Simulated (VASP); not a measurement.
# C (R-3m) in VASP: notebook

C is run at these levels: LDA; tasks: relaxation of shape and atoms at fixed volume.

Everything below comes from runs of VASP 6.6.1. Logs are shortened: lines on timing, memory, paths and dates and some standing lists are left out, and cuts for length are marked.

### Step 1. The cell of the first run

The structure is trigonal, space group R-3m (No. 166). The conventional cell has a = 2.469 Å, b = 2.469 Å, c = 10.016 Å, α = 90.00°, β = 90.00°, γ = 120.00°. Within 1.9 Å of C (site symmetry 3m) lie 3 C at 1.43 Å.

### Step 2. Relaxation of shape and atoms at fixed volume, LDA (8.81 Å³/atom)

The input, INCAR:

```
PREC = Accurate ; ENCUT = 600
EDIFF = 1E-6 ; ISMEAR = 0
SIGMA = 0.02 ; LREAL = F
LASPH = T ; NELM = 80
ALGO = Normal ; ISIF = 4
LWAVE = F ; LCHARG = F
IBRION = 2 ; NSW = 50
EDIFFG = -0.01
```

The input, KPOINTS:

```
Automatic mesh
0
Gamma
  12 12 12
```

The input, POSCAR:

```
C
1.0
    1.2346176367      0.7128068249      3.3387336103
   -1.2346176367      0.7128068249      3.3387336103
    0.0000000000     -1.4256136498      3.3387336103
C
2
Direct
    0.8334288271      0.8334288271      0.8334288271
    0.1665711729      0.1665711729      0.1665711729
```

Potentials or basis: VASP PAW LDA potentials, release 64 (C).

Command:

```bash
$ cat potpaw_LDA.64/C/POTCAR > POTCAR
$ mpirun -np 1 vasp_std > vasp.out
```

OUTCAR:

```text
PREC = Accurate
   ENCUT = 600
   EDIFF = 1E-6
   ISMEAR = 0
   LREAL = F
   LASPH = T
   NELM = 80
   ISIF = 4
   IBRION = 2
   NSW = 50
   EDIFFG = -0.01

 ion  position               nearest neighbor table
   1  0.833  0.833  0.833-   2 1.43   2 1.43   2 1.43
   2  0.167  0.167  0.167-   1 1.43   1 1.43   1 1.43

  LATTYP: Found a trigonal (rhomboedric) cell.
 ALAT       =     3.6303603677
 COS(alpha) =     0.7686894325

  Lattice vectors:

 A1 = (   1.2346176367,   0.7128068249,   3.3387336103)
 A2 = (  -1.2346176367,   0.7128068249,   3.3387336103)
 A3 = (   0.0000000000,  -1.4256136498,   3.3387336103)

Analysis of symmetry for initial positions (statically):
=====================================================================
 Subroutine PRICEL returns:
 Original cell was already a primitive cell.

 Routine SETGRP: Setting up the symmetry group for a
 trigonal (rhombohedral) supercell.

 Subroutine GETGRP returns: Found 12 space group operations
 (whereof 12 operations were pure point group operations)
 out of a pool of 12 trial point group operations.

The static configuration has the point symmetry D_3d.

Analysis of symmetry for dynamics (positions and initial velocities):
=====================================================================
 Subroutine PRICEL returns:
 Original cell was already a primitive cell.

 Routine SETGRP: Setting up the symmetry group for a
 trigonal (rhombohedral) supercell.

 Subroutine GETGRP returns: Found 12 space group operations
 (whereof 12 operations were pure point group operations)
 out of a pool of 12 trial point group operations.

The dynamic configuration has the point symmetry D_3d.

 Subroutine INISYM returns: Found 12 space group operations
 (whereof 12 operations are pure point group operations),
 and found     1 'primitive' translations

----------------------------------------------------------------------------------------

                                     Primitive cell

  volume of cell :      17.6294

  direct lattice vectors                    reciprocal lattice vectors
     1.234617637  0.712806825  3.338733610     0.404983685  0.233817440  0.099838254
    -1.234617637  0.712806825  3.338733610    -0.404983685  0.233817440  0.099838254
     0.000000000 -1.425613650  3.338733610     0.000000000 -0.467634879  0.099838254

  length of vectors
     3.630360368  3.630360368  3.630360368     0.478173668  0.478173668  0.478173668

  position of ions in fractional coordinates (direct lattice)
     0.833428827  0.833428827  0.833428827
     0.166571173  0.166571173  0.166571173

  ion indices of the primitive-cell ions
   primitive index   ion index
                 1           1
                 2           2

----------------------------------------------------------------------------------------

 KPOINTS: Automatic mesh

Automatic generation of k-mesh.
 Grid dimensions read from file:
 generate k-points for:   12   12   12

 Generating k-lattice:

  Cartesian coordinates                     Fractional coordinates (reciprocal lattice)
     0.033748640  0.019484787  0.008319854     0.083333333  0.000000000  0.000000000
    -0.033748640  0.019484787  0.008319854     0.000000000  0.083333333  0.000000000
     0.000000000 -0.038969573  0.008319854     0.000000000  0.000000000  0.083333333

  Length of vectors
     0.039847806  0.039847806  0.039847806

  Shift w.r.t. Gamma in fractional coordinates (k-lattice)
     0.000000000  0.000000000  0.000000000

 Subroutine IBZKPT returns following result:
 ===========================================

 Found    189 irreducible k-points:

 Following reciprocal coordinates:
            Coordinates               Weight
  0.000000  0.000000  0.000000      1.000000
  0.083333 -0.000000 -0.000000      6.000000
  0.166667 -0.000000 -0.000000      6.000000
  0.250000 -0.000000 -0.000000      6.000000
  0.333333  0.000000 -0.000000      6.000000
  0.416667 -0.000000 -0.000000      6.000000
[... 16 lines left out ...]
  0.500000  0.166667 -0.000000     12.000000
 -0.416667  0.166667  0.000000     12.000000
 [... further k-points ...]
   k-points           NKPTS =    189   k-points in BZ     NKDIM =    189   number of bands    NBANDS=      8
   number of dos      NEDOS =    301   number of ions     NIONS =      2
   total plane-waves  NPLWV =  27000
   dimension x,y,z NGX =    30 NGY =   30 NGZ =   30
   dimension x,y,z NGXF=    60 NGYF=   60 NGZF=   60
   ions per type =               2
   NGX,Y,Z   is equivalent  to a cutoff of  13.74, 13.74, 13.74 a.u.
   NGXF,Y,Z  is equivalent  to a cutoff of  27.48, 27.48, 27.48 a.u.
 SYSTEM =  unknown system
   PREC   = accura    normal or accurate (medium, high low for compatibility)
   ISTART =      0    job   : 0-new  1-cont  2-samecut
   ICHARG =      2    charge: 1-file 2-atom 10-const
   ISPIN  =      1    spin polarized calculation?
   LNONCOLLINEAR =      F non collinear calculations
   LSORBIT =      F    spin-orbit coupling
   LASPH  =      T    aspherical Exc in radial PAW
   ENCUT  =  600.0 eV  44.10 Ry    6.64 a.u.   7.25  7.25  7.25*2*pi/ulx,y,z
   NELM   =     80;   NELMIN=  2; NELMDL= -5     # of ELM steps
   EDIFF  = 0.1E-05   stopping-criterion for ELM
   LREAL  =      F    real-space projection
   EDIFFG = -.1E-01   stopping-criterion for IOM
   NSW    =     50    number of steps for IOM
   IBRION =      2    ionic relax: 0-MD 1-quasi-New 2-CG
   NFREE  =      1    steps in history (QN), initial steepest desc. (CG)
   ISIF   =      4    stress and relaxation
   ISYM   =      2    0-nonsym 1-usesym 2-fastsym
   POTIM  = 0.5000    time-step for ionic-motion
   TEBEG  =    0.0;   TEEND  =   0.0 temperature during run
   PSTRESS=    0.0 pullay stress
   NELECT =       8.0000    total number of electrons
   NUPDOWN=      -1.0000    fix difference up-down
   EMIN   =  10.00;   EMAX   =-10.00  energy-range for DOS
   EFERMI =   0.00;   METHOD = LEGACY
   ISMEAR =     0;   SIGMA  =   0.02  broadening in eV -4-tet -1-fermi 0-gaus
   EFERMI_NEDOS =   21; number of points for ismear=-14 and -15
   IALGO  =     38    algorithm
   IMIX   =      4    mixing-type and parameters
     AMIX     =   0.40;   BMIX     =  1.00
     AMIX_MAG =   1.60;   BMIX_MAG =  1.00
  volume/ion in A,a.u.               =       8.81        59.48
  Fermi-wavevector in a.u.,A,eV,Ry     =   1.258034  2.377340 21.533254  1.582650
  Thomas-Fermi vector in A             =   2.391664
   LORBIT       =      0    0 simple, 1 ext, 2 COOP (PROOUT), +10 PAW based schemes
   GGA     = CA    functional components
   LHFCALC =     F    Hartree Fock is set to
   AEXX    =    0.0000 exact exchange contribution
   IVDW    =     0    specifies the selected vdW correction
   LEPSILON=     F    determine dielectric tensor
   LRPA    =     F    only Hartree local field effects (RPA)
 conjugate gradient relaxation of ions
 non-spin polarized calculation
 Gauss-broadening in eV      SIGMA  =   0.02
  energy-cutoff  :      600.00
  volume of cell :       17.63
 maximum number of plane-waves:       603
 NGX is ok and might be reduce to    30
   NGX = 15   NGY = 15   NGZ = 15

--------------------------------------- Ionic step        1  -------------------------------------------

 number of electron       8.0000000 magnetization

 Free energy of the ion-electron system (eV)
  ---------------------------------------------------
  ext. energy  EPLUGINS =         0.00000000
  ---------------------------------------------------
  free energy    TOTEN  =       -20.21922091 eV

  energy without entropy =      -20.21922091  energy(sigma->0) =      -20.21922091

------------------------ aborting loop because EDIFF is reached ----------------------------------------

  FORCE on cell =-STRESS in cart. coord.  units (eV):
  Direction    XX          YY          ZZ          XY          YZ          ZX
  --------------------------------------------------------------------------------------
  -------------------------------------------------------------------------------------
  Total       -1.2776106     -1.2776106     -0.0687381      0.0000000      0.0000000      0.0000000
  in kB     -116.1105694   -116.1105694     -6.2469894      0.0000000      0.0000000      0.0000000
  external PRESSURE =     -79.4893761 kB  Pullay stress =       0.0000000 kB
[... 57 lines left out ...]
  energy  without entropy=      -20.2292074652  energy(sigma->0) =      -20.22920747

--------------------------------------- Ionic step        3  -------------------------------------------

 number of electron       8.0000000 magnetization

 Free energy of the ion-electron system (eV)
  ---------------------------------------------------
  ext. energy  EPLUGINS =         0.00000000
  ---------------------------------------------------
  free energy    TOTEN  =       -20.22943884 eV

  energy without entropy =      -20.22943884  energy(sigma->0) =      -20.22943884

 E-fermi :   4.3565     XC(G=0): -10.7166

 val. band max:        4.2500980236   @ k =  -0.3333   0.3333   0.0000
 cond. band min:       4.8772174935   @ k =  -0.3333   0.3333   0.0000
 fundamental gap:      0.6271194699
 Fermi energy:         4.3565011915

 k-point     1 :       0.0000    0.0000    0.0000
  band No.  band energies     occupation
      1     -15.0161      2.00000
      2      -2.1763      2.00000
      3       1.5778      2.00000
      4       1.5778      2.00000
      5       8.2704      0.00000
      6      13.0198      0.00000
      7      13.0198      0.00000
      8      16.0760      0.00000
[... 243 lines left out ...]
 k-point    24 :      -0.4167    0.1667    0.0000
  band No.  band energies     occupation
      1      -9.1366      2.00000
      2      -8.2937      2.00000
      3      -3.6419      2.00000
      4       3.0552      2.00000
      5       6.1773      0.00000
      6      14.9766      0.00000
      7      15.6415      0.00000
      8      16.6606      0.00000

 [... further k-points ...]

------------------------ aborting loop because EDIFF is reached ----------------------------------------

  FORCE on cell =-STRESS in cart. coord.  units (eV):
  Direction    XX          YY          ZZ          XY          YZ          ZX
  --------------------------------------------------------------------------------------
  -------------------------------------------------------------------------------------
  Total       -0.1235504     -0.1235504     -0.1212214      0.0000000     -0.0000000     -0.0000000
  in kB      -11.2283913    -11.2283913    -11.0167248      0.0000000     -0.0000000     -0.0000000
  external PRESSURE =     -11.1578358 kB  Pullay stress =       0.0000000 kB
[... 17 lines left out ...]
  FREE ENERGIE OF THE ION-ELECTRON SYSTEM (eV)
  ---------------------------------------------------
  free  energy   TOTEN  =       -20.2294388381 eV

  energy  without entropy=      -20.2294388381  energy(sigma->0) =      -20.22943884

 reached required accuracy - stopping structural energy minimisation
```

Wall time 1.7 min (1 thread of Intel Xeon 8259CL, shared host); peak memory 0.16 GiB.

What came out:

* Free energy: -20.2294 eV
* Energy gained by relaxing: 5.1 meV/atom
* Ionic steps: 3
* Pressure after relaxing: -1.1 GPa
* Largest force after relaxing: 0.004 eV/Å

Forces in eV/Å, atoms in the order of the input:
```
C    0.000  0.000 -0.004
C    0.000  0.000  0.004
```

The path:
```tsv
step	energy change (eV)	largest force (eV/Å)	pressure (GPa)	volume (Å³)
1	0.0000	0.0017	-7.95	17.63
2	-0.0100	0.0048	-0.06	17.63
3	-0.0102	0.0045	-1.12	17.63
```

Final structure:
```xyz
2
Lattice="1.2243 0.7068 3.3953 -1.2243 0.7068 3.3953 0.0000 -1.4137 3.3953" Properties=species:S:1:pos:R:3 pbc="T T T"
C     0.0000    0.0000    8.4892
C     0.0000    0.0000    1.6968
```

### Step 3. Relaxation of shape and atoms at fixed volume, LDA (9.07 Å³/atom)

This run uses another cell than the first one, of 9.07 Å³/atom.

The input, INCAR:

```
PREC     = Accurate       # precision mode
ENCUT    = 600            # plane-wave cutoff, eV
EDIFF    = 1E-6           # SCF threshold, eV
ISMEAR   = 0              # smearing method
SIGMA    = 0.02           # smearing width, eV
LREAL    = False          # projectors in reciprocal space
LASPH    = True           # aspherical terms in the spheres
NELM     = 80             # most SCF steps
ALGO     = Normal         # electronic algorithm
ISIF     = 4              # what is computed and relaxed
LWAVE    = False          # write WAVECAR
LCHARG   = False          # write CHGCAR
IBRION   = 2              # ionic algorithm
NSW      = 50             # ionic steps
EDIFFG   = -0.01          # ionic threshold
```

The input, KPOINTS:

```
regular mesh
0
Gamma
  12 12 12
```

The input, POSCAR:

```
C
1.0
    1.2350766140      0.7130718156      3.4334250071
   -1.2350766140      0.7130718156      3.4334250071
    0.0000000000     -1.4261436311      3.4334250071
C
2
Direct
    0.8334098762      0.8334098762      0.8334098762
    0.1665901238      0.1665901238      0.1665901238
```

Potentials or basis: VASP PAW LDA potentials, release 64 (C).

Command:

```bash
$ cat potpaw_LDA.64/C/POTCAR > POTCAR
$ mpirun -np 1 vasp_std > vasp.out
```

Run time: 1.7 min. Hardware: 1 thread of Intel Xeon 8259CL, shared host; peak memory 0.16 GiB.

It converged, with:

* Free energy: -20.2263 eV
* Energy gained by relaxing: 4.9 meV/atom
* Ionic steps: 3
* Pressure after relaxing: -1.6 GPa
* Largest force after relaxing: 0.003 eV/Å

Forces in eV/Å, atoms in the order of the input:
```
C    0.000  0.000 -0.003
C    0.000  0.000  0.003
```

The path:
| step | energy change (eV) | largest force (eV/Å) | pressure (GPa) | volume (Å³) |
| --- | --- | --- | --- | --- |
| 1 | 0.0000 | 0.0020 | -8.19 | 18.14 |
| 2 | -0.0097 | 0.0032 | -0.70 | 18.14 |
| 3 | -0.0098 | 0.0031 | -1.58 | 18.14 |

Final structure:
```
CELL_PARAMETERS angstrom
1.22483 0.70716 3.49110
-1.22483 0.70716 3.49110
0.00000 -1.41431 3.49110
ATOMIC_POSITIONS crystal
C 0.83340 0.83340 0.83340
C 0.16660 0.16660 0.16660
```
